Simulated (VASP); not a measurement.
Wanted: the native input for a VASP 6.6.1 run.

```
Task                   : single point
Functional             : LDA
Potentials or basis    : VASP PAW LDA potentials, release 64 (K_sv, F)
Cutoff                 : 520 eV
k mesh                 : 8 × 8 × 8
Occupations            : gaussian, width 0.05 eV
Spin                   : no spin polarisation
Dipole correction      : no
Further INCAR settings : ALGO = Normal; EDIFF = 1e-07; NBANDS = 15
```

The structure of KF lies in POSCAR:

```
KF
1.0
    0.0000000000      2.7403375000      2.6735000000
    2.7403375000      0.0000000000      2.6735000000
    2.7403375000      2.7403375000      0.0000000000
K F
1 1
Direct
    0.0000000000      0.0000000000      0.0000000000
    0.5000000000      0.5000000000      0.5000000000
```

This cell differs from its parent crystal: strain +0.025 along x and y, +0.000 along z.

These files were run (other wordings do the same):

INCAR

```
PREC = Accurate
ENCUT = 520
EDIFF = 1E-7
ISMEAR = 0
SIGMA = 0.05
LREAL = F
LASPH = T
NELM = 100
ALGO = Normal
ISIF = 2
LWAVE = F
LCHARG = T
GGA = CA
LELF = T
LVHAR = T
NBANDS = 15
```

KPOINTS

```
Automatic mesh
0
Gamma
  8 8 8
```

Potentials or basis: VASP PAW LDA potentials, release 64 (K_sv, F).

Command:

```sh
$ cat potpaw_LDA.64/K_sv/POTCAR potpaw_LDA.64/F/POTCAR > POTCAR
$ mpirun -np 1 vasp_std > vasp.out
```

Results of the run:

```
Pressure               : -4.5 GPa
Band gap on the k mesh : 5.52 eV, direct
```

Caveat: the cell differs from its parent crystal (strain +0.025 along x and y, +0.000 along z).

It took 18 s on 1 thread of Intel(R) Xeon(R) Platinum 8488C (Sapphire Rapids) (shared host), peak memory 0.16 GiB.
